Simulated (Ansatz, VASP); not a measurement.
NaHF2: VASP beside Ansatz

Contents of INCAR:

```
SYSTEM = NaHF2
PREC = Accurate
ENCUT = 520
EDIFF = 1E-6
ISMEAR = 0
SIGMA = 0.1
LREAL = Auto
LASPH = .TRUE.
NELM = 100
ALGO = Normal
ISIF = 2
LWAVE = .FALSE.
LCHARG = .FALSE.
GGA = PS
ISYM = 0
NBANDS = 58
```

KPOINTS

```
Automatic mesh
0
G
  3 3 3
  0 0 0
```

POSCAR

```
NaHF2
1.0
   -3.4568904342      1.9958366228     -4.6388706988
    3.4568904342      1.9958366228     -4.6388706988
    0.0000000000     -3.9916732455     -4.6388706988
Na H F
4 4 8
Direct
    0.5000000000      0.0000000000      0.5000000000
    0.0000000000      0.5000000000      0.5000000000
    0.5000000000      0.5000000000      0.0000000000
    0.0000000000      0.0000000000      0.0000000000
    0.0000000000      0.5000000000      0.0000000000
    0.5000000000      0.0000000000      0.0000000000
    0.0000000000      0.0000000000      0.5000000000
    0.5000000000      0.5000000000      0.5000000000
    0.0900000000      0.5900000000      0.0900000000
    0.5900000000      0.0900000000      0.0900000000
    0.0900000000      0.0900000000      0.5900000000
    0.5900000000      0.5900000000      0.5900000000
    0.9100000000      0.4100000000      0.9100000000
    0.4100000000      0.9100000000      0.9100000000
    0.9100000000      0.9100000000      0.4100000000
    0.4100000000      0.4100000000      0.4100000000
```

Input for Ansatz:

```yaml
crystal:
  lattice:
    - [-3.4568904342, 1.9958366228, -4.6388706988]
    - [3.4568904342, 1.9958366228, -4.6388706988]
    - [0.0, -3.9916732455, -4.6388706988]
  atoms:
    - { symbol: Na, position: [0.5, 0.0, 0.5] }
    - { symbol: Na, position: [0.0, 0.5, 0.5] }
    - { symbol: Na, position: [0.5, 0.5, 0.0] }
    - { symbol: Na, position: [0.0, 0.0, 0.0] }
    - { symbol: H, position: [0.0, 0.5, 0.0] }
    - { symbol: H, position: [0.5, 0.0, 0.0] }
    - { symbol: H, position: [0.0, 0.0, 0.5] }
    - { symbol: H, position: [0.5, 0.5, 0.5] }
    - { symbol: F, position: [0.09, 0.59, 0.09] }
    - { symbol: F, position: [0.59, 0.09, 0.09] }
    - { symbol: F, position: [0.09, 0.09, 0.59] }
    - { symbol: F, position: [0.59, 0.59, 0.59] }
    - { symbol: F, position: [0.91, 0.41, 0.91] }
    - { symbol: F, position: [0.41, 0.91, 0.91] }
    - { symbol: F, position: [0.91, 0.91, 0.41] }
    - { symbol: F, position: [0.41, 0.41, 0.41] }
  symmetry: { detect: false }
basis:
  ecutwfc: 420
kpoints:
  mp_grid: { grid: [3, 3, 3], shift: [0.0, 0.0, 0.0] }
hamiltonian:
  xc: pbesol
scf:
  occupations: { method: gaussian, width: 0.1 }
output:
  forces: true
  stress: true
  eigenvalues: true
```

Alike in both runs: task single point; functional PBEsol; k mesh 3 × 3 × 3; occupations gaussian, width 0.1 eV; no spin polarisation.

```csv
,VASP,Ansatz
version,VASP 6.6.1,Ansatz 0.2.0
potentials or method,"VASP PAW PBE potentials, release 64 (Na_pv, H, F), cutoff 520 eV","scalar-relativistic, plane waves, PAW"
valence electrons in the cell,88,96
```

Ansatz gave:

```
gap on the k mesh at the Fermi level (eV)                     : 6.66
least direct gap on the mesh (eV)                             : 6.75
pressure (GPa)                                                : -4.0
traceless stress, the component that is largest in VASP (GPa) : -11.45
rms of the force components (eV/Å)                            : 0.945
```

Question: Estimate VASP's values.

Answer: gap on the k mesh at the Fermi level (eV): 6.63; least direct gap on the mesh (eV): 6.72; pressure (GPa): -4.1; traceless stress, the component that is largest in VASP (GPa): -11.22; rms of the force components (eV/Å): 0.936.

VASP's potentials were made for PBE, not for PBEsol. Atom by atom the forces differ by 0.008 eV/Å (rms over components). VASP's potentials hold 88 valence electrons a cell and Ansatz's 96, so a difference there can come from the potentials and not from the codes.
